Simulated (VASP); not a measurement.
# WS2 (P6_3/mmc) in VASP: further runs

Runs on WS2. Level: r2SCAN. Tasks: single point.

Everything below comes from runs of VASP 6.6.1. Logs are shortened: lines on timing, memory, paths and dates and some standing lists are left out, and cuts for length are marked.

## Step 1: The cell of the first run

Symmetry: P6_3/mmc, No. 194, hexagonal system. The conventional cell has a = 2.991 Å, b = 2.991 Å, c = 13.434 Å, α = 90.00°, β = 90.00°, γ = 120.00°. W (site symmetry -6m2) has 6 S at 2.37 Å and 6 W at 2.99 Å within 3.1 Å. S (site symmetry 3m) has 3 W at 2.37 Å and 6 S at 2.99 Å within 3.1 Å.

## Step 2: Single point, r2SCAN (biaxial strain in the a-b plane: -6.0 %, then relaxed in part)

The input, POSCAR:

```
WS2
1.0
    2.9907217804      0.0000000000      0.0000000000
   -1.4953608902      2.5900410374      0.0000000000
    0.0000000000      0.0000000000     13.4344095801
W S
2 4
Direct
    0.3333333333      0.6666666667      0.2500000000
    0.6666666667      0.3333333333      0.7500000000
    0.3333333333      0.6666666667      0.6287103519
    0.6666666667      0.3333333333      0.1287103519
    0.3333333333      0.6666666667      0.8712896481
    0.6666666667      0.3333333333      0.3712896481
```

The input, INCAR.step1:

```
  ALGO = Normal
  EDIFF = 1E-4
  ENCUT = 520
  GGA = PE
  ISMEAR = 0
  LASPH = True
  LCHARG = False
  LREAL = False
  LWAVE = True
  NBANDS = 35
  NELM = 80
  PREC = Accurate
  SIGMA = 0.02
```

The input, INCAR.step2:

```
  ALGO = Normal
  EDIFF = 1E-6
  ENCUT = 520
  ISIF = 2
  ISMEAR = 0
  ISTART = 1
  LASPH = True
  LCHARG = False
  LMIXTAU = True
  LREAL = False
  LWAVE = False
  METAGGA = R2SCAN
  NBANDS = 35
  NELM = 80
  PREC = Accurate
  SIGMA = 0.02
```

The input, KPOINTS:

```
k-points
0
Gamma
  12 12 2
```

Potentials or basis: VASP PAW PBE potentials, release 64 (W_sv, S).

Started as:

```console
$ cat potpaw_PBE.64/W_sv/POTCAR potpaw_PBE.64/S/POTCAR > POTCAR
$ cp INCAR.step1 INCAR
$ mpirun -np 1 vasp_std > vasp.out
$ cp INCAR.step2 INCAR
$ mpirun -np 1 vasp_std > vasp.out
```

OUTCAR:

```text
EDIFF = 1E-6
   ENCUT = 520
   ISIF = 2
   ISMEAR = 0
   ISTART = 1
   LASPH = True
   LREAL = False
   METAGGA = R2SCAN
   NELM = 80
   PREC = Accurate

 ion  position               nearest neighbor table
   1  0.333  0.667  0.250-   4 2.37   6 2.37   4 2.37   6 2.37   4 2.37   6 2.37
   2  0.667  0.333  0.750-   3 2.37   5 2.37   3 2.37   5 2.37   3 2.37   5 2.37
   3  0.333  0.667  0.629-   2 2.37   2 2.37   2 2.37
   4  0.667  0.333  0.129-   1 2.37   1 2.37   1 2.37
   5  0.333  0.667  0.871-   2 2.37   2 2.37   2 2.37
   6  0.667  0.333  0.371-   1 2.37   1 2.37   1 2.37

  LATTYP: Found a hexagonal cell.
 ALAT       =     2.9907217804
 C/A-ratio  =     4.4920292045

  Lattice vectors:

 A1 = (   2.9907217804,   0.0000000000,   0.0000000000)
 A2 = (  -1.4953608902,   2.5900410374,   0.0000000000)
 A3 = (   0.0000000000,   0.0000000000,  13.4344095801)

Analysis of symmetry for initial positions (statically):
=====================================================================
 Subroutine PRICEL returns:
 Original cell was already a primitive cell.

 Routine SETGRP: Setting up the symmetry group for a
 hexagonal supercell.

 Subroutine GETGRP returns: Found 24 space group operations
 (whereof 12 operations were pure point group operations)
 out of a pool of 24 trial point group operations.

The static configuration has the point symmetry D_3d.
 The point group associated with its full space group is D_6h.

Analysis of symmetry for dynamics (positions and initial velocities):
=====================================================================
 Subroutine PRICEL returns:
 Original cell was already a primitive cell.

 Routine SETGRP: Setting up the symmetry group for a
 hexagonal supercell.

 Subroutine GETGRP returns: Found 24 space group operations
 (whereof 12 operations were pure point group operations)
 out of a pool of 24 trial point group operations.

The dynamic configuration has the point symmetry D_3d.
 The point group associated with its full space group is D_6h.

 Subroutine INISYM returns: Found 24 space group operations
 (whereof 12 operations are pure point group operations),
 and found     1 'primitive' translations

----------------------------------------------------------------------------------------

                                     Primitive cell

  volume of cell :     104.0642

  direct lattice vectors                    reciprocal lattice vectors
     2.990721780  0.000000000  0.000000000     0.334367445  0.193047134  0.000000000
    -1.495360890  2.590041037  0.000000000     0.000000000  0.386094269  0.000000000
     0.000000000  0.000000000 13.434409580     0.000000000  0.000000000  0.074435724

  length of vectors
     2.990721780  2.990721780 13.434409580     0.386094269  0.386094269  0.074435724

  position of ions in fractional coordinates (direct lattice)
     0.333333333  0.666666667  0.250000000
     0.666666667  0.333333333  0.750000000
     0.333333333  0.666666667  0.628710352
     0.666666667  0.333333333  0.128710352
     0.333333333  0.666666667  0.871289648
     0.666666667  0.333333333  0.371289648

  ion indices of the primitive-cell ions
   primitive index   ion index
                 1           1
                 2           2
                 3           3
                 4           4
                 5           5
                 6           6

----------------------------------------------------------------------------------------

 KPOINTS: k-points

Automatic generation of k-mesh.
 Grid dimensions read from file:
 generate k-points for:   12   12    2

 Generating k-lattice:

  Cartesian coordinates                     Fractional coordinates (reciprocal lattice)
     0.027863954  0.016087261  0.000000000     0.083333333 -0.000000000  0.000000000
     0.000000000  0.032174522  0.000000000     0.000000000  0.083333333  0.000000000
     0.000000000  0.000000000  0.037217862     0.000000000  0.000000000  0.500000000

  Length of vectors
     0.032174522  0.032174522  0.037217862

  Shift w.r.t. Gamma in fractional coordinates (k-lattice)
     0.000000000  0.000000000  0.000000000

 Subroutine IBZKPT returns following result:
 ===========================================

 Found     38 irreducible k-points:

 Following reciprocal coordinates:
            Coordinates               Weight
  0.000000  0.000000  0.000000      1.000000
  0.083333 -0.000000  0.000000      6.000000
  0.166667  0.000000  0.000000      6.000000
  0.250000  0.000000  0.000000      6.000000
  0.333333  0.000000  0.000000      6.000000
  0.416667  0.000000  0.000000      6.000000
[... 16 lines left out ...]
  0.250000  0.000000  0.500000      6.000000
  0.333333  0.000000  0.500000      6.000000
 [... further k-points ...]
   k-points           NKPTS =     38   k-points in BZ     NKDIM =     38   number of bands    NBANDS=     35
   number of dos      NEDOS =    301   number of ions     NIONS =      6
   total plane-waves  NPLWV =  57600
   dimension x,y,z NGX =    24 NGY =   24 NGZ =  100
   dimension x,y,z NGXF=    48 NGYF=   48 NGZF=  200
   ions per type =               2   4
   NGX,Y,Z   is equivalent  to a cutoff of  13.34, 13.34, 12.37 a.u.
   NGXF,Y,Z  is equivalent  to a cutoff of  26.68, 26.68, 24.75 a.u.
 SYSTEM =  unknown system
   PREC   = accura    normal or accurate (medium, high low for compatibility)
   ISTART =      1    job   : 0-new  1-cont  2-samecut
   ICHARG =      0    charge: 1-file 2-atom 10-const
   ISPIN  =      1    spin polarized calculation?
   LNONCOLLINEAR =      F non collinear calculations
   LSORBIT =      F    spin-orbit coupling
   LASPH  =      T    aspherical Exc in radial PAW
   ENCUT  =  520.0 eV  38.22 Ry    6.18 a.u.   5.56  5.56 24.98*2*pi/ulx,y,z
   NELM   =     80;   NELMIN=  2; NELMDL=  0     # of ELM steps
   EDIFF  = 0.1E-05   stopping-criterion for ELM
   LREAL  =      F    real-space projection
   EDIFFG = 0.1E-04   stopping-criterion for IOM
   NSW    =      0    number of steps for IOM
   IBRION =     -1    ionic relax: 0-MD 1-quasi-New 2-CG
   NFREE  =      0    steps in history (QN), initial steepest desc. (CG)
   ISIF   =      2    stress and relaxation
   ISYM   =      2    0-nonsym 1-usesym 2-fastsym
   POTIM  = 0.5000    time-step for ionic-motion
   TEBEG  =    0.0;   TEEND  =   0.0 temperature during run
   PSTRESS=    0.0 pullay stress
   NELECT =      52.0000    total number of electrons
   NUPDOWN=      -1.0000    fix difference up-down
   EMIN   =  10.00;   EMAX   =-10.00  energy-range for DOS
   EFERMI =   0.00;   METHOD = LEGACY
   ISMEAR =     0;   SIGMA  =   0.02  broadening in eV -4-tet -1-fermi 0-gaus
   EFERMI_NEDOS =   21; number of points for ismear=-14 and -15
   IALGO  =     38    algorithm
   IMIX   =      4    mixing-type and parameters
     AMIX     =   0.40;   BMIX     =  1.00
     AMIX_MAG =   1.60;   BMIX_MAG =  1.00
  volume/ion in A,a.u.               =      17.34       117.04
  Fermi-wavevector in a.u.,A,eV,Ry     =   1.299099  2.454941 22.961979  1.687658
  Thomas-Fermi vector in A             =   2.430385
   LORBIT       =      0    0 simple, 1 ext, 2 COOP (PROOUT), +10 PAW based schemes
   METAGGA = R2SCAN    functional components
   LHFCALC =     F    Hartree Fock is set to
   AEXX    =    0.0000 exact exchange contribution
   IVDW    =     0    specifies the selected vdW correction
   LEPSILON=     F    determine dielectric tensor
   LRPA    =     F    only Hartree local field effects (RPA)
 non-spin polarized calculation
 Gauss-broadening in eV      SIGMA  =   0.02
  energy-cutoff  :      520.00
  volume of cell :      104.06
 maximum number of plane-waves:      2870
 NGX is ok and might be reduce to    24
   NGX = 11   NGY = 11   NGZ = 49

 number of electron      51.9999998 magnetization

 Free energy of the ion-electron system (eV)
  ---------------------------------------------------
  ext. energy  EPLUGINS =         0.00000000
  ---------------------------------------------------
  free energy    TOTEN  =      -139.29434815 eV

  energy without entropy =     -139.29434815  energy(sigma->0) =     -139.29434815

 E-fermi :   7.1150     XC(G=0): -11.6565

 val. band max:        6.9497350614   @ k =   0.3333   0.3333   0.0000
 cond. band min:       8.3972239875   @ k =   0.1667   0.1667   0.0000
 fundamental gap:      1.4474889261
 Fermi energy:         7.1149553663

 k-point     1 :       0.0000    0.0000    0.0000
  band No.  band energies     occupation
      1     -68.7864      2.00000
      2     -68.7864      2.00000
      3     -32.5430      2.00000
      4     -32.5430      2.00000
      5     -32.1149      2.00000
      6     -32.1149      2.00000
[... 27 lines left out ...]
     34      10.5694      0.00000
     35      13.9126      0.00000

 k-point     2 :       0.0833   -0.0000    0.0000
  band No.  band energies     occupation
      1     -68.7834      2.00000
      2     -68.7834      2.00000
      3     -32.5344      2.00000
      4     -32.5344      2.00000
      5     -32.1610      2.00000
      6     -32.1610      2.00000
[... 27 lines left out ...]
     34      10.8225      0.00000
     35      14.4461      0.00000

 k-point     3 :       0.1667    0.0000    0.0000
  band No.  band energies     occupation
      1     -68.7751      2.00000
      2     -68.7751      2.00000
      3     -32.5108      2.00000
      4     -32.5108      2.00000
      5     -32.2855      2.00000
      6     -32.2855      2.00000
[... 27 lines left out ...]
     34      11.3572      0.00000
     35      14.9652      0.00000
[... 723 lines left out ...]
 k-point    23 :       0.2500    0.0000    0.5000
  band No.  band energies     occupation
      1     -68.7637      2.00000
      2     -68.7637      2.00000
      3     -32.4785      2.00000
      4     -32.4785      2.00000
      5     -32.4519      2.00000
      6     -32.4519      2.00000
[... 27 lines left out ...]
     34      11.7819      0.00000
     35      14.8368      0.00000

 k-point    24 :       0.3333    0.0000    0.5000
  band No.  band energies     occupation
      1     -68.7524      2.00000
      2     -68.7524      2.00000
      3     -32.6145      2.00000
      4     -32.6145      2.00000
      5     -32.4459      2.00000
      6     -32.4459      2.00000
[... 27 lines left out ...]
     34      12.0436      0.00000
     35      14.2063      0.00000

 [... further k-points ...]

------------------------ aborting loop because EDIFF is reached ----------------------------------------

  FORCE on cell =-STRESS in cart. coord.  units (eV):
  Direction    XX          YY          ZZ          XY          YZ          ZX
  --------------------------------------------------------------------------------------
  -------------------------------------------------------------------------------------
  Total       14.4239104     14.4239104      0.1385498      0.0000000      0.0000000      0.0000000
  in kB      222.0712596    222.0712596      2.1331200      0.0000000      0.0000000      0.0000000
  external PRESSURE =     148.7585464 kB  Pullay stress =       0.0000000 kB

 VOLUME and BASIS-vectors are now :
 -----------------------------------------------------------------------------
  energy-cutoff  :      520.00
  volume of cell :      104.06
      direct lattice vectors                 reciprocal lattice vectors
     2.990721780  0.000000000  0.000000000     0.334367445  0.193047134  0.000000000
    -1.495360890  2.590041037  0.000000000     0.000000000  0.386094269  0.000000000
     0.000000000  0.000000000 13.434409580     0.000000000  0.000000000  0.074435724

 POSITION                                       TOTAL-FORCE (eV/Angst)
 -----------------------------------------------------------------------------------
     -0.00000      1.72669      3.35860         0.000000      0.000000      0.000000
      1.49536      0.86335     10.07581        -0.000000     -0.000000      0.000000
     -0.00000      1.72669      8.44635        -0.000000      0.000000     -0.030005
      1.49536      0.86335      1.72915        -0.000000     -0.000000     -0.030005
     -0.00000      1.72669     11.70526        -0.000000      0.000000      0.030005
      1.49536      0.86335      4.98806        -0.000000     -0.000000      0.030005
 -----------------------------------------------------------------------------------
    total drift:                               -0.000000      0.000000     -0.000000

  FREE ENERGIE OF THE ION-ELECTRON SYSTEM (eV)
  ---------------------------------------------------
  free  energy   TOTEN  =      -139.2943481481 eV

  energy  without entropy=     -139.2943481481  energy(sigma->0) =     -139.29434815
```

Wall time 15 min (1 thread of Intel Xeon Platinum 8259CL at 2.50GHz (Skylake/Cascade Lake), shared host); peak memory 0.3 GiB.

What came out:

| Item | Value |
| --- | --- |
| Free energy | -139.2943 eV |
| Pressure | 14.9 GPa |
| Largest force | 0.030 eV/Å |
| Band gap on the k mesh | 1.45 eV (least direct gap 2.38 eV) |

Forces on the atoms (eV/Å):
```
W    0.000  0.000  0.000
W    0.000  0.000  0.000
S    0.000  0.000 -0.030
S    0.000  0.000 -0.030
S    0.000  0.000  0.030
S    0.000  0.000  0.030
```

Stress tensor (GPa, compression positive):
```
22.21  0.00  0.00
 0.00 22.21  0.00
 0.00  0.00  0.21
```

Caveat: the cell differs from its parent crystal (biaxial strain in the a-b plane: -6.0 %, then relaxed in part); the cell stands under pressure; the PAW data sets were made with another functional, which shifts forces and pressure a little; spin-orbit coupling is left out, which moves the levels of the heavy elements. A k mesh can miss the band edges.

## Step 3: Single point, r2SCAN (biaxial strain in the a-b plane: -6.0 %)

The input, POSCAR:

```
WS2
1.0
    2.9907217804      0.0000000000      0.0000000000
   -1.4953608902      2.5900410374      0.0000000000
    0.0000000000      0.0000000000     13.5378058458
W S
2 4
Direct
    0.3333333333      0.6666666667      0.2500000000
    0.6666666667      0.3333333333      0.7500000000
    0.3333333333      0.6666666667      0.6293945305
    0.6666666667      0.3333333333      0.1293945305
    0.3333333333      0.6666666667      0.8706054695
    0.6666666667      0.3333333333      0.3706054695
```

The input, INCAR.step1:

```
SYSTEM = WS2
ALGO = Normal ; EDIFF = 1E-4
ENCUT = 520 ; GGA = PE
ISMEAR = 0 ; LASPH = .TRUE.
LCHARG = .FALSE. ; LREAL = .FALSE.
LWAVE = .TRUE. ; NBANDS = 35
NELM = 80 ; PREC = Accurate
SIGMA = 0.02
```

The input, INCAR.step2:

```
SYSTEM = WS2
ALGO = Normal ; EDIFF = 1E-6
ENCUT = 520 ; ISIF = 2
ISMEAR = 0 ; ISTART = 1
LASPH = .TRUE. ; LCHARG = .FALSE.
LMIXTAU = .TRUE. ; LREAL = .FALSE.
LWAVE = .FALSE. ; METAGGA = R2SCAN
NBANDS = 35 ; NELM = 80
PREC = Accurate ; SIGMA = 0.02
```

The input, KPOINTS:

```
k-points
0
G
  12 12 2
  0 0 0
```

Potentials or basis: VASP PAW PBE potentials, release 64 (W_sv, S).

Started as:

```console
$ cat potpaw_PBE.64/W_sv/POTCAR potpaw_PBE.64/S/POTCAR > POTCAR
$ cp INCAR.step1 INCAR
$ mpirun -np 1 vasp_std > vasp.out
$ cp INCAR.step2 INCAR
$ mpirun -np 1 vasp_std > vasp.out
```

Wall time 15 min (1 thread of Intel Xeon Platinum 8259CL at 2.50GHz (Skylake/Cascade Lake), shared host); peak memory 0.31 GiB.

Results (log left out):

| Quantity | Value |
| --- | --- |
| Free energy | -139.2939 eV |
| Pressure | 14.3 GPa |
| Largest force | 0.037 eV/Å |
| Band gap on the k mesh | 1.45 eV (least direct gap 2.37 eV) |

Forces on the atoms (eV/Å):
```
W    0.000  0.000  0.000
W    0.000  0.000  0.000
S    0.000  0.000  0.037
S    0.000  0.000  0.037
S    0.000  0.000 -0.037
S    0.000  0.000 -0.037
```

Stress tensor (GPa, compression positive):
```
21.77  0.00  0.00
 0.00 21.77  0.00
 0.00  0.00 -0.59
```

Levels at points of the mesh, in eV from the valence-band top:
```
           k point  band 24  band 25  band 26  band 27  band 28  band 29
(0.00, 0.00, 0.00)    -1.09    -1.09    -0.38     3.50     3.50     3.55
(0.50, 0.00, 0.00)    -1.23    -0.88    -0.80     3.52     3.85     4.02
(0.00, 0.00, 0.50)    -1.10    -0.74    -0.74     3.52     3.52     3.52
(0.50, 0.00, 0.50)    -1.23    -0.84    -0.84     3.69     3.69     4.03
```

Caveat: the cell differs from its parent crystal (biaxial strain in the a-b plane: -6.0 %); the cell stands under pressure; the PAW data sets were made with another functional, which shifts forces and pressure a little; spin-orbit coupling is left out, which moves the levels of the heavy elements.
